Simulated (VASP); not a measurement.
# C (R-3m) in VASP: further runs

Runs on C. Level: PBEsol+D3(BJ). Tasks: single point.

Program: VASP 6.6.1. These are calculated values, not measurements. Logs are shortened: lines on timing, memory, paths and dates and some standing lists are left out, and cuts for length are marked.

## Step 1: The cell of the first run

The structure is trigonal, space group R-3m (No. 166). The conventional cell has a = 2.458 Å, b = 2.458 Å, c = 9.851 Å, α = 90.00°, β = 90.00°, γ = 120.00°. C (site symmetry 3m) has 3 C at 1.43 Å within 1.9 Å.

## Step 2: Single point, PBEsol+D3(BJ) (mode 4 frozen in at -0.095 Å and mode 6 at +0.000 Å (largest displacements))

File INCAR:

```
SYSTEM = C
  PREC = Accurate
  ENCUT = 520
  EDIFF = 1E-7
  ISMEAR = 0
  SIGMA = 0.05
  LREAL = .False.
  LASPH = .True.
  NELM = 60
  ALGO = Normal
  ISIF = 2
  LWAVE = .False.
  LCHARG = .False.
  GGA = PS
  IVDW = 12
  NBANDS = 11
```

File KPOINTS:

```
regular mesh
0
Gamma
  15 15 15
  0 0 0
```

File POSCAR:

```
C
1.0
    1.2291305633      0.7096388616      3.2835658809
   -1.2291305633      0.7096388616      3.2835658809
    0.0000000000     -1.4192777231      3.2835658809
C
2
Direct
    0.1569395347      0.1569395347      0.1569395347
    0.8430604653      0.8430604653      0.8430604653
```

Potentials or basis: VASP PAW PBE potentials, release 64 (C).

Launch:

```
cat potpaw_PBE.64/C/POTCAR > POTCAR
mpirun -np 1 vasp_std > vasp.out
```

OUTCAR:

```text
SYSTEM = C
   PREC = Accurate
   ENCUT = 520
   EDIFF = 1E-7
   ISMEAR = 0
   LREAL = .False.
   LASPH = .True.
   NELM = 60
   ISIF = 2
   GGA = PS
   IVDW = 12
 IVDW          = 12

 ion  position               nearest neighbor table
   1  0.157  0.157  0.157-   2 1.43   2 1.43   2 1.43
   2  0.843  0.843  0.843-   1 1.43   1 1.43   1 1.43

  LATTYP: Found a trigonal (rhomboedric) cell.
 ALAT       =     3.5771712497
 COS(alpha) =     0.7638725005

  Lattice vectors:

 A1 = (   1.2291305633,   0.7096388616,   3.2835658809)
 A2 = (  -1.2291305633,   0.7096388616,   3.2835658809)
 A3 = (   0.0000000000,  -1.4192777231,   3.2835658809)

Analysis of symmetry for initial positions (statically):
=====================================================================
 Subroutine PRICEL returns:
 Original cell was already a primitive cell.

 Routine SETGRP: Setting up the symmetry group for a
 trigonal (rhombohedral) supercell.

 Subroutine GETGRP returns: Found 12 space group operations
 (whereof 12 operations were pure point group operations)
 out of a pool of 12 trial point group operations.

The static configuration has the point symmetry D_3d.

Analysis of symmetry for dynamics (positions and initial velocities):
=====================================================================
 Subroutine PRICEL returns:
 Original cell was already a primitive cell.

 Routine SETGRP: Setting up the symmetry group for a
 trigonal (rhombohedral) supercell.

 Subroutine GETGRP returns: Found 12 space group operations
 (whereof 12 operations were pure point group operations)
 out of a pool of 12 trial point group operations.

The dynamic configuration has the point symmetry D_3d.

 Subroutine INISYM returns: Found 12 space group operations
 (whereof 12 operations are pure point group operations),
 and found     1 'primitive' translations

----------------------------------------------------------------------------------------

                                     Primitive cell

  volume of cell :      17.1843

  direct lattice vectors                    reciprocal lattice vectors
     1.229130563  0.709638862  3.283565881     0.406791609  0.234861245  0.101515653
    -1.229130563  0.709638862  3.283565881    -0.406791609  0.234861245  0.101515653
     0.000000000 -1.419277723  3.283565881     0.000000000 -0.469722490  0.101515653

  length of vectors
     3.577171250  3.577171250  3.577171250     0.480567004  0.480567004  0.480567004

  position of ions in fractional coordinates (direct lattice)
     0.156939535  0.156939535  0.156939535
     0.843060465  0.843060465  0.843060465

  ion indices of the primitive-cell ions
   primitive index   ion index
                 1           1
                 2           2

----------------------------------------------------------------------------------------

 KPOINTS: regular mesh

Automatic generation of k-mesh.
 Grid dimensions read from file:
 generate k-points for:   15   15   15

 Generating k-lattice:

  Cartesian coordinates                     Fractional coordinates (reciprocal lattice)
     0.027119441  0.015657416  0.006767710     0.066666667  0.000000000 -0.000000000
    -0.027119441  0.015657416  0.006767710     0.000000000  0.066666667 -0.000000000
     0.000000000 -0.031314833  0.006767710    -0.000000000 -0.000000000  0.066666667

  Length of vectors
     0.032037800  0.032037800  0.032037800

  Shift w.r.t. Gamma in fractional coordinates (k-lattice)
     0.000000000  0.000000000  0.000000000

 Subroutine IBZKPT returns following result:
 ===========================================

 Found    344 irreducible k-points:

 Following reciprocal coordinates:
            Coordinates               Weight
  0.000000  0.000000  0.000000      1.000000
  0.066667 -0.000000  0.000000      6.000000
  0.133333 -0.000000  0.000000      6.000000
  0.200000  0.000000  0.000000      6.000000
  0.266667 -0.000000  0.000000      6.000000
  0.333333 -0.000000  0.000000      6.000000
[... 16 lines left out ...]
  0.133333  0.133333  0.000000      6.000000
  0.200000  0.133333  0.000000     12.000000
 [... further k-points ...]
   k-points           NKPTS =    344   k-points in BZ     NKDIM =    344   number of bands    NBANDS=     11
   number of dos      NEDOS =    301   number of ions     NIONS =      2
   total plane-waves  NPLWV =  21952
   dimension x,y,z NGX =    28 NGY =   28 NGZ =   28
   dimension x,y,z NGXF=    56 NGYF=   56 NGZF=   56
   ions per type =               2
   NGX,Y,Z   is equivalent  to a cutoff of  13.01, 13.01, 13.01 a.u.
   NGXF,Y,Z  is equivalent  to a cutoff of  26.03, 26.03, 26.03 a.u.
 SYSTEM =  C
   PREC   = accura    normal or accurate (medium, high low for compatibility)
   ISTART =      0    job   : 0-new  1-cont  2-samecut
   ICHARG =      2    charge: 1-file 2-atom 10-const
   ISPIN  =      1    spin polarized calculation?
   LNONCOLLINEAR =      F non collinear calculations
   LSORBIT =      F    spin-orbit coupling
   LASPH  =      T    aspherical Exc in radial PAW
   ENCUT  =  520.0 eV  38.22 Ry    6.18 a.u.   6.65  6.65  6.65*2*pi/ulx,y,z
   NELM   =     60;   NELMIN=  2; NELMDL= -5     # of ELM steps
   EDIFF  = 0.1E-06   stopping-criterion for ELM
   LREAL  =      F    real-space projection
   EDIFFG = 0.1E-05   stopping-criterion for IOM
   NSW    =      0    number of steps for IOM
   IBRION =     -1    ionic relax: 0-MD 1-quasi-New 2-CG
   NFREE  =      0    steps in history (QN), initial steepest desc. (CG)
   ISIF   =      2    stress and relaxation
   ISYM   =      2    0-nonsym 1-usesym 2-fastsym
   POTIM  = 0.5000    time-step for ionic-motion
   TEBEG  =    0.0;   TEEND  =   0.0 temperature during run
   PSTRESS=    0.0 pullay stress
   NELECT =       8.0000    total number of electrons
   NUPDOWN=      -1.0000    fix difference up-down
   EMIN   =  10.00;   EMAX   =-10.00  energy-range for DOS
   EFERMI =   0.00;   METHOD = LEGACY
   ISMEAR =     0;   SIGMA  =   0.05  broadening in eV -4-tet -1-fermi 0-gaus
   EFERMI_NEDOS =   21; number of points for ismear=-14 and -15
   IALGO  =     38    algorithm
   IMIX   =      4    mixing-type and parameters
     AMIX     =   0.40;   BMIX     =  1.00
     AMIX_MAG =   1.60;   BMIX_MAG =  1.00
  volume/ion in A,a.u.               =       8.59        57.98
  Fermi-wavevector in a.u.,A,eV,Ry     =   1.268803  2.397689 21.903472  1.609860
  Thomas-Fermi vector in A             =   2.401878
   LORBIT       =      0    0 simple, 1 ext, 2 COOP (PROOUT), +10 PAW based schemes
   GGA     = PS    functional components
   LHFCALC =     F    Hartree Fock is set to
   AEXX    =    0.0000 exact exchange contribution
   IVDW    =    12    specifies the selected vdW correction
   LEPSILON=     F    determine dielectric tensor
   LRPA    =     F    only Hartree local field effects (RPA)
 non-spin polarized calculation
 Gauss-broadening in eV      SIGMA  =   0.05
  energy-cutoff  :      520.00
  volume of cell :       17.18
 maximum number of plane-waves:       476
   NGX = 13   NGY = 13   NGZ = 13

 number of electron       8.0000000 magnetization

 Free energy of the ion-electron system (eV)
  ---------------------------------------------------
  ext. energy  EPLUGINS =         0.00000000
  ---------------------------------------------------
  free energy    TOTEN  =       -18.98452217 eV

  energy without entropy =      -18.98452217  energy(sigma->0) =      -18.98452217

 E-fermi :   4.6377     XC(G=0): -10.7623

 val. band max:        4.4320829661   @ k =  -0.2000   0.4000   0.0667
 cond. band min:       5.2604653953   @ k =  -0.2000   0.4000   0.0667
 fundamental gap:      0.8283824292
 Fermi energy:         4.6376591558

 k-point     1 :       0.0000    0.0000    0.0000
  band No.  band energies     occupation
      1     -14.7846      2.00000
      2      -1.4897      2.00000
      3       2.2053      2.00000
      4       2.2053      2.00000
      5       8.1992      0.00000
      6      13.2076      0.00000
      7      13.2076      0.00000
      8      16.8870      0.00000
      9      17.6867      0.00000
     10      27.3945      0.00000
     11      31.4818      0.00000

 k-point     2 :       0.0667   -0.0000    0.0000
  band No.  band energies     occupation
      1     -14.6754      2.00000
      2      -1.3887      2.00000
      3       1.7728      2.00000
      4       1.9794      2.00000
      5       8.3257      0.00000
      6      13.2529      0.00000
      7      13.6471      0.00000
      8      16.5576      0.00000
      9      17.8788      0.00000
     10      27.7003      0.00000
     11      30.2002      0.00000

 k-point     3 :       0.1333   -0.0000    0.0000
  band No.  band energies     occupation
      1     -14.3488      2.00000
      2      -1.0948      2.00000
      3       0.6339      2.00000
      4       1.4085      2.00000
      5       8.6817      0.00000
      6      13.2575      0.00000
      7      14.8454      0.00000
      8      15.6860      0.00000
      9      18.4778      0.00000
     10      27.8769      0.00000
     11      28.5963      0.00000

 k-point     4 :       0.2000    0.0000    0.0000
  band No.  band energies     occupation
      1     -13.8072      2.00000
      2      -1.1064      2.00000
      3      -0.4234      2.00000
      4       0.6972      2.00000
      5       9.1477      0.00000
      6      13.0921      0.00000
      7      14.5835      0.00000
      8      16.5490      0.00000
      9      19.3917      0.00000
     10      26.0140      0.00000
     11      27.9922      0.00000

 k-point     5 :       0.2667   -0.0000    0.0000
  band No.  band energies     occupation
      1     -13.0555      2.00000
      2      -2.7888      2.00000
      3       0.0069      2.00000
      4       0.1986      2.00000
      5       9.3253      0.00000
      6      12.9015      0.00000
      7      13.7473      0.00000
      8      18.4833      0.00000
      9      20.2479      0.00000
     10      24.7698      0.00000
     11      26.9891      0.00000
[... 211 lines left out ...]
 k-point    21 :      -0.1333    0.0667   -0.0000
  band No.  band energies     occupation
      1     -14.0330      2.00000
      2      -0.7911      2.00000
      3      -0.1257      2.00000
      4       0.7850      2.00000
      5       8.8481      0.00000
      6      13.4417      0.00000
      7      14.9709      0.00000
      8      15.5029      0.00000
      9      19.1390      0.00000
     10      25.9989      0.00000
     11      29.0057      0.00000

 k-point    22 :      -0.0667    0.0667    0.0000
  band No.  band energies     occupation
      1     -14.4625      2.00000
      2      -1.1460      2.00000
      3       1.0474      2.00000
      4       1.5221      2.00000
      5       8.4894      0.00000
      6      13.3955      0.00000
      7      14.3141      0.00000
      8      15.9551      0.00000
      9      18.2982      0.00000
     10      28.1272      0.00000
     11      28.2446      0.00000

 k-point    23 :       0.1333    0.1333    0.0000
  band No.  band energies     occupation
      1     -14.3294      2.00000
      2      -1.2625      2.00000
      3       0.6502      2.00000
      4       1.3908      2.00000
      5       8.9925      0.00000
      6      13.2333      0.00000
      7      14.8531      0.00000
      8      15.6135      0.00000
      9      18.5133      0.00000
     10      27.3268      0.00000
     11      28.8157      0.00000

 k-point    24 :       0.2000    0.1333    0.0000
  band No.  band energies     occupation
      1     -13.9953      2.00000
      2      -1.0715      2.00000
      3      -0.1613      2.00000
      4       0.7667      2.00000
      5       9.4304      0.00000
      6      13.4427      0.00000
      7      14.9205      0.00000
      8      15.5008      0.00000
      9      19.1910      0.00000
     10      25.9062      0.00000
     11      29.1839      0.00000

 [... further k-points ...]

------------------------ aborting loop because EDIFF is reached ----------------------------------------

 Edisp (eV)   -0.22519

 E8    (eV) :    -0.1095

  FORCE on cell =-STRESS in cart. coord.  units (eV):
  Direction    XX          YY          ZZ          XY          YZ          ZX
  --------------------------------------------------------------------------------------
  -------------------------------------------------------------------------------------
  Total       0.08460     0.08460    -0.73440     0.00000    -0.00000     0.00000
  in kB       7.88761     7.88761   -68.47203     0.00000    -0.00000     0.00000
  external pressure =      -17.57 kB  Pullay stress =        0.00 kB

 VOLUME and BASIS-vectors are now :
 -----------------------------------------------------------------------------
  energy-cutoff  :      520.00
  volume of cell :       17.18
      direct lattice vectors                 reciprocal lattice vectors
     1.229130563  0.709638862  3.283565881     0.406791609  0.234861245  0.101515653
    -1.229130563  0.709638862  3.283565881    -0.406791609  0.234861245  0.101515653
     0.000000000 -1.419277723  3.283565881     0.000000000 -0.469722490  0.101515653

 POSITION                                       TOTAL-FORCE (eV/Angst)
 -----------------------------------------------------------------------------------
      0.00000      0.00000      1.54596         0.000000      0.000000      3.117993
      0.00000      0.00000      8.30473         0.000000     -0.000000     -3.117993
 -----------------------------------------------------------------------------------
    total drift:                               -0.000000      0.000000     -0.000000

  FREE ENERGIE OF THE ION-ELECTRON SYSTEM (eV)
  ---------------------------------------------------
  free  energy   TOTEN  =       -19.2097083987 eV

  energy  without entropy=      -19.2097083987  energy(sigma->0) =      -19.20970840
```

Run time: 1.7 min. Hardware: 1 thread of Intel Xeon Platinum 8259CL at 2.50GHz (Skylake/Cascade Lake), shared host; peak memory 0.2 GiB.

Results:

* Free energy: -19.2097 eV
* Pressure: -1.8 GPa
* Largest force: 3.118 eV/Å
* Band gap on the k mesh: 0.83 eV, direct
* Dispersion energy per atom: -0.113 eV

Forces on the atoms (eV/Å):
```
C    0.000  0.000  3.118
C    0.000  0.000 -3.118
```

Levels at points of the mesh, in eV from the valence-band top:
```
           k point  band 1  band 2  band 3  band 4  band 5  band 6  band 7  band 8  band 9
(0.00, 0.00, 0.00)  -19.22   -5.92   -2.23   -2.23    3.77    8.78    8.78   12.45   13.25
```

Caveat: the cell differs from its parent crystal (mode 4 frozen in at -0.095 Å and mode 6 at +0.000 Å (largest displacements)); the PAW data sets were made with another functional, which shifts forces and pressure a little.

(Continued in part 2 of 3.)
